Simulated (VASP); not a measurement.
Crystal: CoO.

```
Co O
1.0
     1.52528    0.88062    2.47203
    -1.52528    0.88062    2.47203
     0.00000   -1.76124    2.47203
Co O
1 1
Cartesian
  0.0000 0.0000 0.0000
  0.0000 0.0000 3.7081
```

Base run:

- Program: VASP 6.6.1
- Functional: PBE
- Potentials or basis: VASP PAW PBE potentials, release 64 (Co, O)
- Cutoff: 520 eV
- k mesh: 11 × 11 × 11
- Occupations: fermi-dirac, width 0.05 eV
- Spin: collinear spin, ferromagnetic start
- Starting moments: [2.0, 0.0] μB

Its results: pressure -6.7 GPa; net moment 2.95 μB per cell; site moments Co +2.59; O +0.31 μB.

Q: The run is repeated on the same cell with these changes: functional from PBE to LDA; potentials or basis from VASP PAW PBE potentials, release 64 (Co, O) to VASP PAW LDA potentials, release 64 (Co, O). What comes out?

A: Pressure -23.8 GPa; net moment 2.85 μB per cell; site moments Co +2.47; O +0.31 μB.

Caveats: a cell with one magnetic atom can't hold antiferromagnetic order, which such compounds often take.
